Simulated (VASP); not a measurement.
A run of VASP 6.6.1:

Contents of INCAR:

```
SYSTEM = Hf
PREC = Accurate
ENCUT = 520
EDIFF = 1E-7
ISMEAR = 0
SIGMA = 0.1
LREAL = .FALSE.
LASPH = .TRUE.
NELM = 100
ALGO = Fast
ISIF = 2
LWAVE = .FALSE.
LCHARG = .TRUE.
GGA = PS
LELF = .TRUE.
LVHAR = .TRUE.
NBANDS = 39
```

Contents of KPOINTS:

```
Automatic mesh
0
G
  12 12 6
  0 0 0
```

The input POSCAR:

```
Hf
1.0
   -3.4945536594      3.4945536594      0.0000000000
    0.0000000000     -3.4945536594     -3.4945536594
   -3.4802078484     -3.4802078484      3.4802078484
Hf
6
Direct
    0.3333333333      0.6666666667      0.6666666667
    0.3333333333      0.6666666667      0.1666666667
    0.6666666667      0.3333333333      0.8333333333
    0.6666666667      0.3333333333      0.3333333333
    0.0000000000      0.0000000000      0.5000000000
    0.0000000000      0.0000000000      0.0000000000
```

Potentials or basis: VASP PAW PBE potentials, release 64 (Hf_pv).

The run is started by

```console
$ cat potpaw_PBE.64/Hf_pv/POTCAR > POTCAR
$ mpirun -np 1 vasp_std > vasp.out
```

Hardware: 1 thread of Intel Xeon 8259CL, on a shared host.

**Question.** How long does it take, and how much memory?

**Answer.** It took 18 min on 1 thread of Intel Xeon 8259CL, with other jobs on the host, peak memory 0.49 GiB. Counts: scf iterations 17, k points 100.
